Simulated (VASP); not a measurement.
# Os (Fd-3m) in VASP: notebook, part 2 of 2

VASP 6.6.1. Earlier steps stand in the parts before.

## Step 3: Relaxation of cell and atoms, LDA

This run uses another cell than the first one, of 18.19 Å³/atom.

INCAR reads:

```
SYSTEM = Os
PREC     = Accurate       ! precision mode
ENCUT    = 600            ! plane-wave cutoff, eV
EDIFF    = 1E-7           ! SCF threshold, eV
ISMEAR   = -1             ! smearing method
SIGMA    = 0.05           ! smearing width, eV
LREAL    = .FALSE.        ! projectors in reciprocal space
LASPH    = .TRUE.         ! aspherical terms in the spheres
NELM     = 120            ! most SCF steps
ALGO     = Normal         ! electronic algorithm
ISIF     = 3              ! what is computed and relaxed
LWAVE    = .FALSE.        ! write WAVECAR
LCHARG   = .FALSE.        ! write CHGCAR
GGA      = CA             ! functional
IBRION   = 2              ! ionic algorithm
NSW      = 80             ! ionic steps
EDIFFG   = -0.03          ! ionic threshold
GGA_COMPAT= .FALSE.      
NELMIN   = 4
```

KPOINTS reads:

```
Automatic mesh
0
G
  7 7 7
  0 0 0
```

POSCAR reads:

```
Os
1.0
    0.0000000000      2.6300000000      2.6300000000
    2.6300000000      0.0000000000      2.6300000000
    2.6300000000      2.6300000000      0.0000000000
Os
2
Direct
    1.0000000000      1.0000000000      1.0000000000
    0.2500000000      0.2500000000      0.2500000000
```

Potentials or basis: VASP PAW LDA potentials, release 64 (Os).

Run with:

```console
$ cat potpaw_LDA.64/Os/POTCAR > POTCAR
$ mpirun -np 1 vasp_std > vasp.out
```

OUTCAR:

```text
SYSTEM = Os
   PREC = Accurate
   ENCUT = 600
   EDIFF = 1E-7
   ISMEAR = -1
   LREAL = .FALSE.
   LASPH = .TRUE.
   NELM = 120
   ISIF = 3
   GGA = CA
   IBRION = 2
   NSW = 80
   EDIFFG = -0.03
   NELMIN = 4

 ion  position               nearest neighbor table
   1  0.000  0.000  0.000-   2 2.28   2 2.28   2 2.28   2 2.28
   2  0.250  0.250  0.250-   1 2.28   1 2.28   1 2.28   1 2.28

  LATTYP: Found a face centered cubic cell.
 ALAT       =     5.2600000000

  Lattice vectors:

 A1 = (   0.0000000000,   2.6300000000,   2.6300000000)
 A2 = (   2.6300000000,   0.0000000000,   2.6300000000)
 A3 = (   2.6300000000,   2.6300000000,   0.0000000000)

Analysis of symmetry for initial positions (statically):
=====================================================================
 Subroutine PRICEL returns:
 Original cell was already a primitive cell.

 Routine SETGRP: Setting up the symmetry group for a
 face centered cubic supercell.

 Subroutine GETGRP returns: Found 48 space group operations
 (whereof 24 operations were pure point group operations)
 out of a pool of 48 trial point group operations.

The static configuration has the point symmetry T_d .
 The point group associated with its full space group is O_h .

Analysis of symmetry for dynamics (positions and initial velocities):
=====================================================================
 Subroutine PRICEL returns:
 Original cell was already a primitive cell.

 Routine SETGRP: Setting up the symmetry group for a
 face centered cubic supercell.

 Subroutine GETGRP returns: Found 48 space group operations
 (whereof 24 operations were pure point group operations)
 out of a pool of 48 trial point group operations.

The dynamic configuration has the point symmetry T_d .
 The point group associated with its full space group is O_h .

 Subroutine INISYM returns: Found 48 space group operations
 (whereof 24 operations are pure point group operations),
 and found     1 'primitive' translations

[... 121 lines left out ...]
 non-spin polarized calculation
  energy-cutoff  :      600.00
  volume of cell :       36.38
 maximum number of plane-waves:      1243
 NGX is ok and might be reduce to    30
   NGX = 15   NGY = 15   NGZ = 15

--------------------------------------- Ionic step        1  -------------------------------------------

 number of electron      16.0000000 magnetization

 Free energy of the ion-electron system (eV)
  ---------------------------------------------------
  ext. energy  EPLUGINS =         0.00000000
  ---------------------------------------------------
  free energy    TOTEN  =       -22.01790148 eV

  energy without entropy =      -22.00735299  energy(sigma->0) =      -22.01262724

------------------------ aborting loop because EDIFF is reached ----------------------------------------

  FORCE on cell =-STRESS in cart. coord.  units (eV):
  Direction    XX          YY          ZZ          XY          YZ          ZX
  --------------------------------------------------------------------------------------
  -------------------------------------------------------------------------------------
  Total        7.5625904      7.5625904      7.5625904      0.0000000     -0.0000000      0.0000000
  in kB      333.0304317    333.0304317    333.0304317      0.0000000     -0.0000000      0.0000000
  external PRESSURE =     333.0304317 kB  Pullay stress =       0.0000000 kB
[... 23 lines left out ...]
--------------------------------------- Ionic step        2  -------------------------------------------

 number of electron      16.0000001 magnetization

 E-fermi :   1.2069     XC(G=0):  -9.8127

 val. band max:        1.2037368056   @ k =   0.4286   0.1429   0.0000
 cond. band min:       1.2396061717   @ k =   0.4286   0.2857   0.0000
 fundamental gap:      0.0358693661
 Fermi energy:         1.2069305897

 k-point     1 :       0.0000    0.0000    0.0000
  band No.  band energies     occupation
      1      -4.4413      2.00000
      2      -1.3517      2.00000
      3      -1.3517      2.00000
      4      -1.2307      2.00000
      5      -1.2307      2.00000
      6      -1.2307      2.00000
      7       0.8348      1.99883
      8       0.8348      1.99883
      9       0.8348      1.99883
     10       2.5660      0.00000
     11       2.5660      0.00000
     12      10.5022      0.00000
[... 390 lines left out ...]
--------------------------------------- Ionic step        5  -------------------------------------------

 number of electron      15.9999999 magnetization

 Free energy of the ion-electron system (eV)
  ---------------------------------------------------
  ext. energy  EPLUGINS =         0.00000000
  ---------------------------------------------------
  free energy    TOTEN  =       -22.42381732 eV

  energy without entropy =      -22.41167501  energy(sigma->0) =      -22.41774616

 E-fermi :   4.6957     XC(G=0): -11.7061

 val. band max:        4.5998567813   @ k =  -0.1429   0.1429   0.0000
 cond. band min:       4.7320577017   @ k =   0.2857   0.1429   0.0000
 fundamental gap:      0.1322009203
 Fermi energy:         4.6957134608

 k-point     1 :       0.0000    0.0000    0.0000
  band No.  band energies     occupation
      1      -3.0686      2.00000
      2       0.2977      2.00000
      3       0.2977      2.00000
      4       1.0302      2.00000
      5       1.0302      2.00000
      6       1.0302      2.00000
      7       4.1581      1.99996
      8       4.1581      1.99996
      9       4.1581      1.99996
     10       7.4915      0.00000
     11       7.4915      0.00000
     12      16.1840      0.00000
[... 312 lines left out ...]
  FREE ENERGIE OF THE ION-ELECTRON SYSTEM (eV)
  ---------------------------------------------------
  free  energy   TOTEN  =       -22.4238173183 eV

  energy  without entropy=      -22.4116750093  energy(sigma->0) =      -22.41774616

 reached required accuracy - stopping structural energy minimisation
```

Run time: 27 s. Hardware: 1 thread of Intel Xeon 6975P-C (Granite Rapids), shared host; peak memory 0.15 GiB.

Results:

```
Free energy                           : -22.4238 eV
Relaxed volume                        : 20.35 Å³/atom
Relaxed cell                          : a = 3.861 Å, b = 3.861 Å, c = 3.861 Å, α = 60.00°, β = 60.00°, γ = 60.00°
Space group after relaxing (to 0.1 Å) : Fd-3m (No. 227)
Pressure after relaxing               : 0.0 GPa
Band gap on the k mesh                : zero (bands 8 and 9 overlap by 1.07 eV)
```

Final structure:
```cif
data_structure
_symmetry_space_group_name_H-M 'P 1'
_symmetry_Int_Tables_number 1
_cell_length_a 3.8608
_cell_length_b 3.8608
_cell_length_c 3.8608
_cell_angle_alpha 60.000
_cell_angle_beta 60.000
_cell_angle_gamma 60.000
_cell_volume 40.69
loop_
_atom_site_label
_atom_site_type_symbol
_atom_site_fract_x
_atom_site_fract_y
_atom_site_fract_z
_atom_site_occupancy
Os1 Os 0.00000 0.00000 0.00000 1
Os2 Os 0.25000 0.25000 0.25000 1
```

Caveat: spin-orbit coupling is left out, which moves the levels of the heavy elements.
